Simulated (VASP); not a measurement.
# Si (a cell with a defect): single point with PBE

System: Si (a cell with a defect).

```
Si
1.0
     0.00000    5.43000    5.43000
     5.43000    0.00000    5.43000
     5.43000    5.43000    0.00000
Si
17
Cartesian
  0.0059 -0.0034 -0.0043
  1.3247 1.3593 1.3572
  2.6926 2.7412 -0.0230
  4.0743 4.1083 1.3592
  2.6951 -0.0197 2.7371
  4.0753 1.3604 4.1067
  5.4578 2.7434 2.7418
  6.7919 4.0782 4.0735
  0.0050 2.7201 2.7197
  1.3577 4.0727 4.0730
  2.7108 5.4262 2.7212
  4.0730 6.7886 4.0397
  2.7115 2.7208 5.4259
  4.0739 4.0395 6.7874
  5.4549 5.4084 5.4077
  6.8227 6.7897 6.7895
  4.0766 6.7929 6.7884
```

```
Program                : VASP 6.6.1
Task                   : single point
Functional             : PBE
Potentials or basis    : VASP PAW PBE potentials, release 64 (Si)
Cutoff                 : 520 eV
k mesh                 : 2 × 2 × 2
Occupations            : fermi-dirac, width 0.05 eV
Spin                   : no spin polarisation
Dipole correction      : no
Further INCAR settings : LREAL = Auto; ALGO = Normal; EDIFF = 1e-06; NBANDS = 48
```

```json
{"Pressure": "5.3 GPa", "Largest force": "0.027 eV/Å", "Band gap on the k mesh": "zero (bands 34 and 35 overlap by 0.25 eV)"}
```

Forces in eV/Å, atoms in the order of the input:
```
Si   0.014 -0.014 -0.015
Si   0.023  0.002  0.001
Si  -0.001  0.002 -0.001
Si  -0.001 -0.016 -0.002
Si  -0.008 -0.008  0.009
Si  -0.001 -0.001 -0.016
Si  -0.006 -0.005 -0.007
Si   0.000  0.000  0.000
Si   0.015  0.015  0.017
Si   0.001  0.002  0.000
Si  -0.014 -0.013  0.014
Si   0.002  0.002  0.018
Si  -0.015  0.013 -0.015
Si   0.002  0.025  0.001
Si   0.003 -0.003 -0.003
Si  -0.015  0.000 -0.002
Si   0.001  0.001  0.001
```

Levels at points of the mesh, in eV from the Fermi level:
| k point | band 32 | band 33 | band 34 | band 35 | band 36 | band 37 |
| --- | --- | --- | --- | --- | --- | --- |
| (0.00, 0.00, 0.00) | -0.79 | -0.79 | -0.21 | -0.21 | -0.20 | 0.11 |
| (0.50, 0.00, 0.00) | -1.40 | -1.40 | -0.32 | 0.56 | 0.57 | 0.93 |
| (0.00, 0.50, 0.00) | -1.40 | -1.40 | -0.32 | 0.56 | 0.57 | 0.93 |
| (0.00, 0.00, 0.50) | -1.40 | -1.40 | -0.32 | 0.56 | 0.57 | 0.93 |
| (0.50, 0.50, 0.50) | -1.40 | -1.40 | -0.31 | 0.57 | 0.57 | 0.92 |
| (0.50, 0.50, 0.00) | -1.86 | -0.97 | 0.04 | 0.75 | 1.05 | 1.05 |
| (0.00, 0.50, 0.50) | -1.86 | -0.97 | 0.04 | 0.75 | 1.05 | 1.06 |
| (0.50, 0.00, 0.50) | -1.86 | -0.96 | 0.04 | 0.75 | 1.05 | 1.06 |

Run time: 120 s on 1 thread of AMD EPYC 9R45 96-Core Processor (Zen 5), on a shared host, peak memory 0.44 GiB.

Caveat: the k points lie up to 0.50 Å⁻¹ apart.
